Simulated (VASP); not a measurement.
Input of a VASP 6.6.1 run:

Contents of INCAR:

```
SYSTEM = Rh
ALGO = Normal
EDIFF = 1E-6
ENCUT = 520
GGA = PE
ISIF = 2
ISMEAR = -1
LASPH = .True.
LCHARG = .False.
LREAL = .False.
LWAVE = .False.
NBANDS = 22
NELM = 80
PREC = Accurate
SIGMA = 0.1
```

Contents of KPOINTS:

```
k-points
0
Gamma
  11 11 11
  0 0 0
```

File POSCAR:

```
Rh
1.0
    0.0000000000      2.7585814736      2.7585814736
    2.7585814736      0.0000000000      2.7585814736
    2.7585814736      2.7585814736      0.0000000000
Rh
2
Direct
    0.1250000000      0.1250000000      0.1250000000
    0.8750000000      0.8750000000      0.8750000000
```

Potentials or basis: VASP PAW PBE potentials, release 64 (Rh_pv).

The run is started by

```sh
$ cat potpaw_PBE.64/Rh_pv/POTCAR > POTCAR
$ mpirun -np 1 vasp_std > vasp.out
```

What does it give for the pressure?

0.0 GPa.

Predict the band gap on the k mesh.

zero (band 15 reaches 6.91 eV, above the bottom of band 16 at 5.79 eV).
